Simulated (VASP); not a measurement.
Set up this calculation in VASP 6.6.1, as the native input.

```yaml
Task: relaxation of cell and atoms
Functional: PBE
Potentials_or_basis: VASP PAW PBE potentials, release 64 (Re, B)
Cutoff: 600 eV
k_mesh: 6 × 6 × 4
Occupations: gaussian, width 0.1 eV
Spin: no spin polarisation
Dipole_correction: no
Further_INCAR_settings: ALGO = Normal; EDIFF = 1e-07; IBRION = 2; EDIFFG = -0.04; NSW = 90; ISIF = 3
```

The structure of ReB lies in POSCAR:

```
ReB
1.0
    2.8557300700      0.0000000000      0.0000000000
    0.0000000000      2.8557300700      0.0000000000
    0.0000000000      0.0000000000      5.7348493500
Re B
2 2
Direct
    0.5000000000      0.5000000000      0.2677464800
    0.5000000000      0.5000000000      0.7322535200
    0.0000000000      0.5000000000      0.5000000000
    0.5000000000      0.0000000000      0.5000000000
```

These files were run (other wordings do the same):

INCAR

```
ALGO = Normal ; EDIFF = 1E-7
EDIFFG = -0.04 ; ENCUT = 600
GGA = PE ; IBRION = 2
ISIF = 3 ; ISMEAR = 0
LASPH = True ; LCHARG = False
LREAL = False ; LWAVE = False
NELM = 60 ; NSW = 90
PREC = Accurate ; SIGMA = 0.1
```

KPOINTS

```
k-points
0
Gamma
  6 6 4
```

Potentials or basis: VASP PAW PBE potentials, release 64 (Re, B).

Launch:

```sh
$ cat potpaw_PBE.64/Re/POTCAR potpaw_PBE.64/B/POTCAR > POTCAR
$ mpirun -np 1 vasp_std > vasp.out
```

Results of the run:

| Property | Result |
| --- | --- |
| Relaxed volume | 11.75 Å³/atom |
| Relaxed cell | a = 2.817 Å, b = 2.817 Å, c = 5.925 Å, α = 90.00°, β = 90.00°, γ = 90.00° |
| Space group after relaxing (to 0.05 Å) | P4/mmm (No. 123) |
| Energy gained by relaxing | 835.0 meV/atom |
| Ionic steps | 28 |
| Pressure after relaxing | 0.0 GPa |
| Largest force after relaxing | 0.026 eV/Å |
| Band gap on the k mesh | zero (band 10 reaches 8.28 eV, above the bottom of band 11 at 6.24 eV) |

Caveat: the k points lie up to 0.37 Å⁻¹ apart in the final cell; spin-orbit coupling is left out, which moves the levels of the heavy elements.

It took 3.1 min on 1 thread of Intel(R) Xeon(R) 6975P-C (Granite Rapids) (shared host), peak memory 0.19 GiB.
